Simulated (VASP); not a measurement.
The system is MgH2.

```
CELL_PARAMETERS angstrom
4.50000 0.00000 0.00000
0.00000 4.50000 0.00000
0.00000 0.00000 3.00000
ATOMIC_POSITIONS crystal
Mg 0.00000 0.00000 0.00000
Mg 0.50000 0.50000 0.50000
H 0.30500 0.30500 0.00000
H 0.69500 0.69500 0.00000
H 0.19500 0.80500 0.50000
H 0.80500 0.19500 0.50000
```

| Property | Result |
| --- | --- |
| Program | VASP 6.6.1 |
| Task | relaxation of cell and atoms |
| Functional | LDA |
| Potentials or basis | VASP PAW LDA potentials, release 64 (Mg, H) |
| Cutoff | 600 eV |
| k mesh | 6 × 6 × 10 |
| Occupations | gaussian, width 0.02 eV |
| Spin | no spin polarisation |

At the start: pressure -2.4 GPa; volume 10.13 Å³/atom.

Task: How do energy, volume and symmetry change on relaxing?

Result: Over 8 steps the energy falls by 3.8 meV/atom and the volume is 9.65 Å³/atom (-4.7 %); space group P4_2/mnm (No. 136, to 0.1 Å) before and after.

Step by step:
```tsv
step	energy change (eV)	largest force (eV/Å)	pressure (GPa)	volume (Å³)
1	0.0000	0.0222	-2.44	60.75
2	-0.0159	0.0244	-1.31	59.40
3	-0.0218	0.0264	-0.07	58.08
4	-0.0218	0.0266	0.01	57.99
5	-0.0225	0.0115	0.01	57.94
6	-0.0229	0.0112	0.01	57.87
7	-0.0229	0.0072	0.00	57.88
8	-0.0229	0.0006	-0.02	57.88
```

Final structure:
```
CELL_PARAMETERS angstrom
4.41502 0.00000 0.00000
0.00000 4.41502 0.00000
0.00000 0.00000 2.96957
ATOMIC_POSITIONS crystal
Mg 0.00000 0.00000 0.00000
Mg 0.50000 0.50000 0.50000
H 0.30433 0.30433 0.00000
H 0.69567 0.69567 0.00000
H 0.19567 0.80433 0.50000
H 0.80433 0.19567 0.50000
```
